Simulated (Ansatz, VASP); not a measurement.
# One calculation of Hf, two programs

```
Hf
1.0
     2.93823    0.00000    0.00000
     0.00000    2.93823    0.00000
     0.00000    0.00000    2.93823
Hf
1
Cartesian
  0.0000 0.0000 0.0000
```

Alike in both runs: task single point; functional r2SCAN; k mesh 12 × 12 × 12; occupations fermi-dirac, width 0.1 eV; no spin polarisation.

|  | VASP | Ansatz |
| --- | --- | --- |
| version | VASP 6.6.1 | Ansatz 0.2.0 |
| potentials or method | VASP PAW PBE potentials, release 64 (Hf_pv), cutoff 520 eV | plane waves (500 eV) with PAW, scalar-relativistic |
| valence electrons in the cell | 10 | 26 |

VASP gave:

```
pressure (GPa) : -3.1
```

Estimate Ansatz's values.

pressure (GPa): -2.8.

VASP's potentials were made for PBE, not for r2SCAN. VASP's potentials hold 10 valence electrons a cell and Ansatz's 26, so a difference there can come from the potentials and not from the codes.

Spin-orbit coupling is off throughout.
